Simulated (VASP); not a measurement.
# Rh (P6_3/mmc) in VASP: a series of runs, part 2 of 2

VASP 6.6.1. Earlier steps stand in the parts before.

**3. Single point, PBEsol (14.64 Å³/atom)**

INCAR

```
SYSTEM = Rh
ALGO = Fast ; EDIFF = 1E-6
ENCUT = 520 ; GGA = PS
ISIF = 2 ; ISMEAR = 0
LASPH = .True. ; LCHARG = .False.
LREAL = .False. ; LWAVE = .False.
NBANDS = 22 ; NELM = 80
PREC = Accurate ; SIGMA = 0.15
```

KPOINTS

```
k-points
0
Gamma
  21 21 12
  0 0 0
```

POSCAR

```
Rh
1.0
    2.7219810047      0.0000000000      0.0000000000
   -1.3609905023      2.3573046987      0.0000000000
    0.0000000000      0.0000000000      4.5625845600
Rh
2
Direct
    0.6666666667      0.3333333333      0.7500000000
    0.3333333333      0.6666666667      0.2500000000
```

Potentials or basis: VASP PAW PBE potentials, release 64 (Rh_pv).

On the command line:

```sh
> cat potpaw_PBE.64/Rh_pv/POTCAR > POTCAR
> mpirun -np 1 vasp_std > vasp.out
```

OUTCAR:

```text
SYSTEM = Rh
   EDIFF = 1E-6
   ENCUT = 520
   GGA = PS
   ISIF = 2
   ISMEAR = 0
   LASPH = .True.
   LREAL = .False.
   NELM = 80
   PREC = Accurate

 ion  position               nearest neighbor table
   1  0.667  0.333  0.750-   2 2.77   2 2.77   2 2.77   2 2.77   2 2.77   2 2.77
   2  0.333  0.667  0.250-   1 2.77   1 2.77   1 2.77   1 2.77   1 2.77   1 2.77

  LATTYP: Found a hexagonal cell.
 ALAT       =     2.7219810047
 C/A-ratio  =     1.6762000000

  Lattice vectors:

 A1 = (   2.7219810047,   0.0000000000,   0.0000000000)
 A2 = (  -1.3609905023,   2.3573046987,   0.0000000000)
 A3 = (   0.0000000000,   0.0000000000,   4.5625845600)

Analysis of symmetry for initial positions (statically):
=====================================================================
 Subroutine PRICEL returns:
 Original cell was already a primitive cell.

 Routine SETGRP: Setting up the symmetry group for a
 hexagonal supercell.

 Subroutine GETGRP returns: Found 24 space group operations
 (whereof 12 operations were pure point group operations)
 out of a pool of 24 trial point group operations.

The static configuration has the point symmetry D_3d.
 The point group associated with its full space group is D_6h.

Analysis of symmetry for dynamics (positions and initial velocities):
=====================================================================
 Subroutine PRICEL returns:
 Original cell was already a primitive cell.

 Routine SETGRP: Setting up the symmetry group for a
 hexagonal supercell.

 Subroutine GETGRP returns: Found 24 space group operations
 (whereof 12 operations were pure point group operations)
 out of a pool of 24 trial point group operations.

The dynamic configuration has the point symmetry D_3d.
 The point group associated with its full space group is D_6h.

 Subroutine INISYM returns: Found 24 space group operations
 (whereof 12 operations are pure point group operations),
 and found     1 'primitive' translations

----------------------------------------------------------------------------------------

                                     Primitive cell

  volume of cell :      29.2760

  direct lattice vectors                    reciprocal lattice vectors
     2.721981005  0.000000000  0.000000000     0.367379492  0.212106649  0.000000000
    -1.360990502  2.357304699  0.000000000     0.000000000  0.424213298  0.000000000
     0.000000000  0.000000000  4.562584560     0.000000000  0.000000000  0.219174020

  length of vectors
     2.721981005  2.721981005  4.562584560     0.424213298  0.424213298  0.219174020

  position of ions in fractional coordinates (direct lattice)
     0.666666667  0.333333333  0.750000000
     0.333333333  0.666666667  0.250000000

  ion indices of the primitive-cell ions
   primitive index   ion index
                 1           1
                 2           2

----------------------------------------------------------------------------------------

 KPOINTS: k-points

Automatic generation of k-mesh.
 Grid dimensions read from file:
 generate k-points for:   21   21   12

 Generating k-lattice:

  Cartesian coordinates                     Fractional coordinates (reciprocal lattice)
     0.017494262  0.010100317  0.000000000     0.047619048  0.000000000  0.000000000
     0.000000000  0.020200633  0.000000000     0.000000000  0.047619048  0.000000000
     0.000000000  0.000000000  0.018264502     0.000000000  0.000000000  0.083333333

  Length of vectors
     0.020200633  0.020200633  0.018264502

  Shift w.r.t. Gamma in fractional coordinates (k-lattice)
     0.000000000  0.000000000  0.000000000

 Subroutine IBZKPT returns following result:
 ===========================================

 Found    336 irreducible k-points:

 Following reciprocal coordinates:
            Coordinates               Weight
  0.000000  0.000000  0.000000      1.000000
  0.047619  0.000000  0.000000      6.000000
  0.095238  0.000000  0.000000      6.000000
  0.142857  0.000000  0.000000      6.000000
  0.190476  0.000000  0.000000      6.000000
  0.238095  0.000000  0.000000      6.000000
[... 16 lines left out ...]
  0.142857  0.095238  0.000000     12.000000
  0.190476  0.095238  0.000000     12.000000
 [... further k-points ...]
   k-points           NKPTS =    336   k-points in BZ     NKDIM =    336   number of bands    NBANDS=     22
   number of dos      NEDOS =    301   number of ions     NIONS =      2
   total plane-waves  NPLWV =  14400
   dimension x,y,z NGX =    20 NGY =   20 NGZ =   36
   dimension x,y,z NGXF=    40 NGYF=   40 NGZF=   72
   ions per type =               2
   NGX,Y,Z   is equivalent  to a cutoff of  12.22, 12.22, 13.12 a.u.
   NGXF,Y,Z  is equivalent  to a cutoff of  24.43, 24.43, 26.23 a.u.
 SYSTEM =  Rh
   PREC   = accura    normal or accurate (medium, high low for compatibility)
   ISTART =      0    job   : 0-new  1-cont  2-samecut
   ICHARG =      2    charge: 1-file 2-atom 10-const
   ISPIN  =      1    spin polarized calculation?
   LNONCOLLINEAR =      F non collinear calculations
   LSORBIT =      F    spin-orbit coupling
   LASPH  =      T    aspherical Exc in radial PAW
   ENCUT  =  520.0 eV  38.22 Ry    6.18 a.u.   5.06  5.06  8.48*2*pi/ulx,y,z
   NELM   =     80;   NELMIN=  2; NELMDL= -5     # of ELM steps
   EDIFF  = 0.1E-05   stopping-criterion for ELM
   LREAL  =      F    real-space projection
[... 7 lines left out ...]
   TEBEG  =    0.0;   TEEND  =   0.0 temperature during run
   PSTRESS=    0.0 pullay stress
   NELECT =      30.0000    total number of electrons
   NUPDOWN=      -1.0000    fix difference up-down
   EMIN   =  10.00;   EMAX   =-10.00  energy-range for DOS
   EFERMI =   0.00;   METHOD = LEGACY
   ISMEAR =     0;   SIGMA  =   0.15  broadening in eV -4-tet -1-fermi 0-gaus
   EFERMI_NEDOS =   21; number of points for ismear=-14 and -15
   IALGO  =     68    algorithm
   IMIX   =      4    mixing-type and parameters
     AMIX     =   0.40;   BMIX     =  1.00
     AMIX_MAG =   1.60;   BMIX_MAG =  1.00
  volume/ion in A,a.u.               =      14.64        98.78
  Fermi-wavevector in a.u.,A,eV,Ry     =   1.650484  3.118963 37.063599  2.724098
  Thomas-Fermi vector in A             =   2.739426
   LORBIT       =      0    0 simple, 1 ext, 2 COOP (PROOUT), +10 PAW based schemes
   GGA     = PS    functional components
   LHFCALC =     F    Hartree Fock is set to
   AEXX    =    0.0000 exact exchange contribution
   IVDW    =     0    specifies the selected vdW correction
   LEPSILON=     F    determine dielectric tensor
   LRPA    =     F    only Hartree local field effects (RPA)
 non-spin polarized calculation
 RMM-DIIS sequential band-by-band and
 Gauss-broadening in eV      SIGMA  =   0.15
  energy-cutoff  :      520.00
  volume of cell :       29.28
 maximum number of plane-waves:       804
   NGX = 11   NGY = 11   NGZ = 17

 number of electron      30.0000010 magnetization

 Free energy of the ion-electron system (eV)
  ---------------------------------------------------
  ext. energy  EPLUGINS =         0.00000000
  ---------------------------------------------------
  free energy    TOTEN  =       -16.05929643 eV

  energy without entropy =      -16.01927291  energy(sigma->0) =      -16.03928467

 E-fermi :  10.6978     XC(G=0): -13.8158

 val. band max:       10.6908882792   @ k =   0.1429   0.0000   0.5000
 cond. band min:      10.7002291643   @ k =   0.1905   0.0476   0.3333
 fundamental gap:      0.0093408851
 Fermi energy:        10.6978227483

 k-point     1 :       0.0000    0.0000    0.0000
  band No.  band energies     occupation
      1     -36.1283      2.00000
      2     -35.6379      2.00000
      3     -35.6379      2.00000
      4     -35.5766      2.00000
      5     -35.5667      2.00000
      6     -35.5667      2.00000
[... 14 lines left out ...]
     21      28.1869      0.00000
     22      29.2170      0.00000

 k-point     2 :       0.0476    0.0000    0.0000
  band No.  band energies     occupation
      1     -36.1241      2.00000
      2     -35.6489      2.00000
      3     -35.6412      2.00000
      4     -35.5780      2.00000
      5     -35.5779      2.00000
      6     -35.5686      2.00000
[... 14 lines left out ...]
     21      28.2887      0.00000
     22      29.2841      0.00000
[... 523 lines left out ...]
     21      26.9417      0.00000
     22      28.9265      0.00000

 k-point    24 :       0.1905    0.0952    0.0000
  band No.  band energies     occupation
      1     -36.0231      2.00000
      2     -35.8719      2.00000
      3     -35.8271      2.00000
      4     -35.7082      2.00000
      5     -35.6290      2.00000
      6     -35.6157      2.00000
[... 14 lines left out ...]
     21      26.1074      0.00000
     22      28.0062      0.00000

 [... further k-points ...]
[... 5 lines left out ...]
  --------------------------------------------------------------------------------------
  -------------------------------------------------------------------------------------
  Total       -2.8043724     -2.8043724     -4.3172790     -0.0000000      0.0000000      0.0000000
  in kB     -153.4738970   -153.4738970   -236.2702052     -0.0000000      0.0000000      0.0000000
  external PRESSURE =    -181.0726664 kB  Pullay stress =       0.0000000 kB

 VOLUME and BASIS-vectors are now :
 -----------------------------------------------------------------------------
  energy-cutoff  :      520.00
  volume of cell :       29.28
      direct lattice vectors                 reciprocal lattice vectors
     2.721981005  0.000000000  0.000000000     0.367379492  0.212106649  0.000000000
    -1.360990502  2.357304699  0.000000000     0.000000000  0.424213298  0.000000000
     0.000000000  0.000000000  4.562584560     0.000000000  0.000000000  0.219174020

 POSITION                                       TOTAL-FORCE (eV/Angst)
 -----------------------------------------------------------------------------------
      1.36099      0.78577      3.42194         0.000000     -0.000000      0.000000
     -0.00000      1.57154      1.14065        -0.000000      0.000000      0.000000
 -----------------------------------------------------------------------------------
    total drift:                               -0.000000      0.000000     -0.000000

  FREE ENERGIE OF THE ION-ELECTRON SYSTEM (eV)
  ---------------------------------------------------
  free  energy   TOTEN  =       -16.0592964261 eV

  energy  without entropy=      -16.0192729096  energy(sigma->0) =      -16.03928467
```

OSZICAR:

```text
N       E                     dE             d eps       ncg     rms          rms(c)
DAV:   1     0.324072837583E+03    0.32407E+03   -0.19063E+04 14816   0.157E+03
DAV:   2    -0.102636574212E+02   -0.33434E+03   -0.32279E+03 15348   0.470E+02
DAV:   3    -0.172718287030E+02   -0.70082E+01   -0.69663E+01 17352   0.766E+01
DAV:   4    -0.173179980499E+02   -0.46169E-01   -0.46165E-01 16442   0.628E+00
DAV:   5    -0.173187212678E+02   -0.72322E-03   -0.72321E-03 17532   0.816E-01    0.135E+01
RMM:   6    -0.160918466007E+02    0.12269E+01   -0.29852E+00 15167   0.144E+01    0.399E+00
RMM:   7    -0.160670635046E+02    0.24783E-01   -0.10579E-01 15654   0.250E+00    0.188E+00
RMM:   8    -0.160605268069E+02    0.65367E-02   -0.22063E-02 16158   0.148E+00    0.409E-01
RMM:   9    -0.160592826689E+02    0.12441E-02   -0.30850E-03 17221   0.497E-01    0.243E-02
RMM:  10    -0.160592953495E+02   -0.12681E-04   -0.26031E-04 17295   0.165E-01    0.133E-02
RMM:  11    -0.160592967967E+02   -0.14472E-05   -0.35817E-05 17735   0.692E-02    0.406E-03
RMM:  12    -0.160592964261E+02    0.37063E-06   -0.91440E-06 17425   0.341E-02
   1 F= -.16059296E+02 E0= -.16039285E+02  d E =-.400235E-01
```

Run time: 70 s. Hardware: 1 thread of Intel Xeon 6975P-C (Granite Rapids), shared host; peak memory 0.27 GiB.

What came out:

```
Free energy            : -16.0593 eV
Pressure               : -18.1 GPa
Band gap on the k mesh : zero (bands 15 and 16 overlap by 2.21 eV)
```

Caveat: the stress differs along the axes, from -24 to -15 GPa; the PAW data sets were made with another functional, which shifts forces and pressure a little.
